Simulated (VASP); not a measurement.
# Fe (Im-3m) in VASP: a series of runs

Runs on Fe. Level: PBE. Tasks: single point.

Everything below comes from runs of VASP 6.6.1. Logs are shortened: lines on timing, memory, paths and dates and some standing lists are left out, and cuts for length are marked.

## Step 1: The cell of the first run

It takes space group Im-3m (No. 229, cubic). Conventional cell: a = 2.833 Å, b = 2.833 Å, c = 2.833 Å, α = 90.00°, β = 90.00°, γ = 90.00°. Fe (site symmetry m-3m) has 14 Fe at 2.45 to 2.83 Å within 3.2 Å.

## Step 2: Single point, PBE, collinear spin, ferromagnetic start

INCAR reads:

```
ALGO = Normal
EDIFF = 1E-6
ENCUT = 520
GGA = PE
ISIF = 2
ISMEAR = -1
ISPIN = 2
LASPH = T
LCHARG = F
LMAXMIX = 4
LORBIT = 11
LREAL = F
LWAVE = F
MAGMOM = 2.208
NBANDS = 14
NELM = 150
PREC = Accurate
SIGMA = 0.05
```

KPOINTS reads:

```
k-points
0
Gamma
  22 22 22
```

POSCAR reads:

```
Fe
1.0
   -1.4163059769      1.4163059769      1.4163059769
    1.4163059769     -1.4163059769      1.4163059769
    1.4163059769      1.4163059769     -1.4163059769
Fe
1
Direct
    0.0000000000      0.0000000000      0.0000000000
```

Potentials or basis: VASP PAW PBE potentials, release 64 (Fe).

Run with:

```
cat potpaw_PBE.64/Fe/POTCAR > POTCAR
mpirun -np 1 vasp_std > vasp.out
```

OUTCAR:

```text
EDIFF = 1E-6
   ENCUT = 520
   GGA = PE
   ISIF = 2
   ISMEAR = -1
   ISPIN = 2
   LASPH = T
   LORBIT = 11
   LREAL = F
   NELM = 150
   PREC = Accurate

 ion  position               nearest neighbor table
   1  0.000  0.000  0.000-

  LATTYP: Found a body centered cubic cell.
 ALAT       =     2.8326119538

  Lattice vectors:

 A1 = (  -1.4163059769,   1.4163059769,   1.4163059769)
 A2 = (   1.4163059769,  -1.4163059769,   1.4163059769)
 A3 = (   1.4163059769,   1.4163059769,  -1.4163059769)

Analysis of symmetry for initial positions (statically):
=====================================================================
 Subroutine PRICEL returns:
 Original cell was already a primitive cell.

 Routine SETGRP: Setting up the symmetry group for a
 body centered cubic supercell.

 Subroutine GETGRP returns: Found 48 space group operations
 (whereof 48 operations were pure point group operations)
 out of a pool of 48 trial point group operations.

The static configuration has the point symmetry O_h .

Analysis of symmetry for dynamics (positions and initial velocities):
=====================================================================
 Subroutine PRICEL returns:
 Original cell was already a primitive cell.

 Routine SETGRP: Setting up the symmetry group for a
 body centered cubic supercell.

 Subroutine GETGRP returns: Found 48 space group operations
 (whereof 48 operations were pure point group operations)
 out of a pool of 48 trial point group operations.

The dynamic configuration has the point symmetry O_h .

Analysis of structural, dynamic, and magnetic symmetry:
=====================================================================
 Subroutine PRICEL returns:
 Original cell was already a primitive cell.

 Routine SETGRP: Setting up the symmetry group for a
 body centered cubic supercell.

 Subroutine GETGRP returns: Found 48 space group operations
 (whereof 48 operations were pure point group operations)
 out of a pool of 48 trial point group operations.

The overall configuration has the point symmetry O_h .

 Subroutine INISYM returns: Found 48 space group operations
 (whereof 48 operations are pure point group operations),
 and found     1 'primitive' translations

----------------------------------------------------------------------------------------

                                     Primitive cell

  volume of cell :      11.3640

  direct lattice vectors                    reciprocal lattice vectors
    -1.416305977  1.416305977  1.416305977     0.000000000  0.353031060  0.353031060
[... 125 lines left out ...]
  ext. energy  EPLUGINS =         0.00000000
  ---------------------------------------------------
  free energy    TOTEN  =        -8.24666100 eV

  energy without entropy =       -8.23848699  energy(sigma->0) =       -8.24257400

 E-fermi :   5.8097     XC(G=0): -13.1155

 val. band max:        5.8065783246   @ k =  -0.2727   0.3182   0.2273
 cond. band min:       5.8127379322   @ k =  -0.4091   0.4091   0.2273
 fundamental gap:      0.0061596076
 Fermi energy:         5.8097302207

 spin component 1

 k-point     1 :       0.0000    0.0000    0.0000
  band No.  band energies     occupation
      1      -2.6110      1.00000
      2       3.5214      1.00000
      3       3.5214      1.00000
      4       3.5214      1.00000
      5       4.7270      1.00000
      6       4.7270      1.00000
      7      30.8384      0.00000
      8      30.8384      0.00000
      9      30.8384      0.00000
     10      35.9185      0.00000
     11      35.9185      0.00000
     12      38.2234      0.00000
     13      38.2234      0.00000
     14      38.2234      0.00000
[... 379 lines left out ...]
      3       3.2931      1.00000
      4       4.3960      1.00000
      5       4.4724      1.00000
      6       4.8135      1.00000
      7      24.8493      0.00000
      8      26.5516      0.00000
      9      30.5047      0.00000
     10      31.1994      0.00000
     11      34.8063      0.00000
     12      36.1735      0.00000
     13      40.1290      0.00000
     14      40.2908      0.00000

 [... further k-points ...]

 spin component 2

 k-point     1 :       0.0000    0.0000    0.0000
  band No.  band energies     occupation
      1      -2.4430      1.00000
      2       5.4191      0.99960
      3       5.4192      0.99959
      4       5.4192      0.99959
      5       7.4769      0.00000
      6       7.4771      0.00000
      7      30.5890      0.00000
      8      30.5890      0.00000
      9      30.5890      0.00000
     10      36.1201      0.00000
     11      36.1201      0.00000
     12      38.8740      0.00000
     13      38.8741      0.00000
     14      38.8741      0.00000
[... 379 lines left out ...]
      3       5.1352      1.00000
      4       6.3579      0.00002
      5       7.0907      0.00000
      6       7.5701      0.00000
      7      25.2525      0.00000
      8      26.8729      0.00000
      9      30.9690      0.00000
     10      31.4064      0.00000
     11      35.1330      0.00000
     12      36.7442      0.00000
     13      40.5273      0.00000
     14      40.6722      0.00000

 [... further k-points ...]

------------------------ aborting loop because EDIFF is reached ----------------------------------------

  FORCE on cell =-STRESS in cart. coord.  units (eV):
  Direction    XX          YY          ZZ          XY          YZ          ZX
  --------------------------------------------------------------------------------------
  -------------------------------------------------------------------------------------
  Total       -0.0246097     -0.0246097     -0.0246097     -0.0000000      0.0000000     -0.0000000
  in kB       -3.4696430     -3.4696430     -3.4696430     -0.0000000      0.0000000     -0.0000000
  external PRESSURE =      -3.4696430 kB  Pullay stress =       0.0000000 kB

 VOLUME and BASIS-vectors are now :
 -----------------------------------------------------------------------------
  energy-cutoff  :      520.00
  volume of cell :       11.36
      direct lattice vectors                 reciprocal lattice vectors
    -1.416305977  1.416305977  1.416305977     0.000000000  0.353031060  0.353031060
     1.416305977 -1.416305977  1.416305977     0.353031060  0.000000000  0.353031060
     1.416305977  1.416305977 -1.416305977     0.353031060  0.353031060  0.000000000

 POSITION                                       TOTAL-FORCE (eV/Angst)
 -----------------------------------------------------------------------------------
      0.00000      0.00000      0.00000         0.000000     -0.000000     -0.000000
 -----------------------------------------------------------------------------------
    total drift:                                0.000000      0.000000      0.000000

  FREE ENERGIE OF THE ION-ELECTRON SYSTEM (eV)
  ---------------------------------------------------
  free  energy   TOTEN  =        -8.2466609992 eV

  energy  without entropy=       -8.2384869944  energy(sigma->0) =       -8.24257400

 total charge

# of ion       s       p       d       tot
------------------------------------------
    1        0.487   0.541   6.239   7.267

 magnetization (x)

# of ion       s       p       d       tot
------------------------------------------
    1       -0.013  -0.055   2.247   2.180
```

OSZICAR:

```text
N       E                     dE             d eps       ncg     rms          rms(c)
DAV:   1     0.211258479521E+02    0.21126E+02   -0.37812E+03 20256   0.691E+02
DAV:   2    -0.838615099922E+01   -0.29512E+02   -0.27195E+02 20180   0.128E+02
DAV:   3    -0.928272489564E+01   -0.89657E+00   -0.88612E+00 22118   0.229E+01
DAV:   4    -0.928561247298E+01   -0.28876E-02   -0.28874E-02 21392   0.118E+00
DAV:   5    -0.928562594231E+01   -0.13469E-04   -0.13470E-04 22442   0.826E-02    0.114E+01
DAV:   6    -0.833067937126E+01    0.95495E+00   -0.10543E+01 23282   0.376E+01    0.559E+00
DAV:   7    -0.825910006233E+01    0.71579E-01   -0.71515E-01 22736   0.936E+00    0.332E+00
DAV:   8    -0.825370482052E+01    0.53952E-02   -0.10348E-02 22222   0.587E-01    0.145E+00
DAV:   9    -0.824646010514E+01    0.72447E-02   -0.80548E-03 25022   0.470E-01    0.389E-01
DAV:  10    -0.824669178047E+01   -0.23168E-03   -0.17272E-03 20682   0.338E-01    0.148E-01
DAV:  11    -0.824665967871E+01    0.32102E-04   -0.18140E-04 21890   0.141E-01    0.472E-02
DAV:  12    -0.824666079510E+01   -0.11164E-05   -0.67925E-06 21914   0.296E-02    0.152E-02
DAV:  13    -0.824666099921E+01   -0.20410E-06   -0.10671E-06 16542   0.639E-03
   1 F= -.82466610E+01 E0= -.82425740E+01  d E =-.817400E-02  mag=     2.1826
```

stdout:

```text
POSCAR found type information on POSCAR Fe
 POSCAR found :  1 types and       1 ions
 scaLAPACK will be used
 LDA part: xc-table for (Slater+PW92), standard interpolation
 POSCAR, INCAR and KPOINTS ok, starting setup
 FFT: planning ... GRIDC
 FFT: planning ... GRID_SOFT
 FFT: planning ... GRID
 WAVECAR not read
 entering main loop
```

Wall time 78 s (1 thread of Intel Xeon 8259CL, shared host); peak memory 0.19 GiB.

Results:

```
Free energy                                           : -8.2467 eV
Pressure                                              : -0.3 GPa
Net moment                                            : 2.18 μB per cell
Site moments                                          : Fe +2.18 μB
Valence electrons inside the program's atomic spheres : Fe 7.27
```

## Step 3: Single point, PBE

This run uses another cell than the first one, of 10.53 Å³/atom.

INCAR reads:

```
PREC     = Accurate       # precision mode
ENCUT    = 600            # plane-wave cutoff, eV
EDIFF    = 1E-6           # SCF threshold, eV
ISMEAR   = 0              # smearing method
SIGMA    = 0.01           # smearing width, eV
LREAL    = F              # projectors in reciprocal space
LASPH    = T              # aspherical terms in the spheres
NELM     = 120            # most SCF steps
ALGO     = Normal         # electronic algorithm
ISIF     = 2              # what is computed and relaxed
LWAVE    = F              # write WAVECAR
LCHARG   = F              # write CHGCAR
GGA      = PE             # functional
NBANDS   = 10             # bands
GGA_COMPAT= F
```

KPOINTS reads:

```
Automatic mesh
0
Gamma
  16 16 16
```

POSCAR reads:

```
Fe
1.0
   -1.3807996972      1.3807996972      1.3807996972
    1.3807996972     -1.3807996972      1.3807996972
    1.3807996972      1.3807996972     -1.3807996972
Fe
1
Direct
    0.0000000000      0.0000000000      0.0000000000
```

Potentials or basis: VASP PAW PBE potentials, release 64 (Fe).

Run with:

```
cat potpaw_PBE.64/Fe/POTCAR > POTCAR
mpirun -np 1 vasp_std > vasp.out
```

It took 20 s on 1 thread of Intel Xeon Platinum 8375C at 2.90GHz (Ice Lake), shared host; peak memory 0.13 GiB.

The run converged. Its results:

- Free energy: -7.7618 eV
- Pressure: -1.7 GPa
- Band gap on the k mesh: zero (bands 4 and 5 overlap by 2.03 eV)

Levels at points of the mesh, in eV from the Fermi level:
```tsv
k point	band 1	band 2	band 3	band 4	band 5	band 6	band 7	band 8
(0.00, 0.00, 0.00)	-8.88	-1.79	-1.79	-1.79	-0.06	-0.06	25.61	25.61
(0.50, 0.00, 0.00)	-4.89	-3.08	-0.08	0.19	0.49	1.33	8.52	18.97
(0.50, 0.50, 0.50)	-4.64	-4.64	1.02	1.02	1.02	10.55	10.55	10.55
```

Caveat: the run has no spin polarisation, though such a crystal can be magnetic.

## Step 4: Single point, PBE

This run uses another cell than the first one, of 10.53 Å³/atom.

INCAR reads:

```
PREC = Accurate
ENCUT = 600
EDIFF = 1E-6
ISMEAR = 0
SIGMA = 0.03
LREAL = False
LASPH = True
NELM = 120
ALGO = Normal
ISIF = 2
LWAVE = False
LCHARG = True
GGA = PE
LELF = True
LVHAR = True
NBANDS = 10
GGA_COMPAT = False
```

KPOINTS reads:

```
regular mesh
0
Gamma
  16 16 16
```

POSCAR is that of step 3.

Run with:

```
cat potpaw_PBE.64/Fe/POTCAR > POTCAR
mpirun -np 1 vasp_std > vasp.out
```

Wall time 12 s (1 thread of Intel Xeon Platinum 8375C at 2.90GHz (Ice Lake), shared host); peak memory 0.13 GiB.

It converged, with:

- Free energy: -7.7628 eV
- Pressure: -1.7 GPa
- Band gap on the k mesh: zero (bands 4 and 5 overlap by 2.03 eV)

Levels at points of the mesh, in eV from the Fermi level:
| k point | band 2 | band 3 | band 4 | band 5 | band 6 | band 7 |
| --- | --- | --- | --- | --- | --- | --- |
| (0.00, 0.00, 0.00) | -1.79 | -1.79 | -1.79 | -0.06 | -0.06 | 25.61 |
| (0.50, 0.00, 0.00) | -3.08 | -0.08 | 0.19 | 0.49 | 1.33 | 8.52 |
| (0.50, 0.50, 0.50) | -4.64 | 1.02 | 1.02 | 1.02 | 10.55 | 10.55 |

Caveat: the run has no spin polarisation, though such a crystal can be magnetic. Spin polarisation is off, so any magnetic state and its effect on volume and gap are missing.

## Step 5: Single point, PBE

This run uses another cell than the first one, of 10.53 Å³/atom.

INCAR reads:

```
PREC = Accurate
ENCUT = 600
EDIFF = 1E-6
ISMEAR = 0
SIGMA = 0.1
LREAL = False
LASPH = True
NELM = 120
ALGO = Normal
ISIF = 2
LWAVE = False
LCHARG = False
GGA = PE
NBANDS = 10
GGA_COMPAT = False
```

KPOINTS is that of step 4.

POSCAR is that of step 4.

Run with:

```
cat potpaw_PBE.64/Fe/POTCAR > POTCAR
mpirun -np 1 vasp_std > vasp.out
```

It took 12 s on 1 thread of Intel Xeon Platinum 8375C at 2.90GHz (Ice Lake), shared host; peak memory 0.13 GiB.

It converged, with:

```
Free energy            : -7.7708 eV
Pressure               : -1.5 GPa
Band gap on the k mesh : zero (bands 4 and 5 overlap by 2.03 eV)
```

Levels at points of the mesh, in eV from the Fermi level:
```tsv
k point	band 1	band 2	band 3	band 4	band 5	band 6	band 7	band 8
(0.00, 0.00, 0.00)	-8.88	-1.79	-1.79	-1.79	-0.05	-0.05	25.61	25.61
(0.50, 0.00, 0.00)	-4.89	-3.08	-0.07	0.19	0.49	1.34	8.52	18.97
(0.50, 0.50, 0.50)	-4.64	-4.64	1.02	1.02	1.02	10.55	10.55	10.55
```

Caveat: the run has no spin polarisation, though such a crystal can be magnetic. Spin polarisation is off, so any magnetic state and its effect on volume and gap are missing.

## Step 6: Overview

| spin | cell | k mesh | cutoff (eV) | smearing | gap on the mesh (eV) | pressure (GPa) |
| --- | --- | --- | --- | --- | --- | --- |
| collinear, ferromagnetic start | a = 2.453 Å, angles 109.5°, 1 atom | 22 × 22 × 22 | 520 | fermi-dirac 0.05 eV | none | -0.3 |
| off | a = 2.392 Å, angles 109.5°, 1 atom | 16 × 16 × 16 | 600 | gaussian 0.01 eV | none | -1.7 |
| off | a = 2.392 Å, angles 109.5°, 1 atom | 16 × 16 × 16 | 600 | gaussian 0.03 eV | none | -1.7 |
| off | a = 2.392 Å, angles 109.5°, 1 atom | 16 × 16 × 16 | 600 | gaussian 0.1 eV | none | -1.5 |

Alike in all rows: task single point; level PBE; potentials or basis VASP PAW PBE potentials, release 64 (Fe).

Total energies depend on the potentials used, so only differences within one code and one set of settings carry meaning.
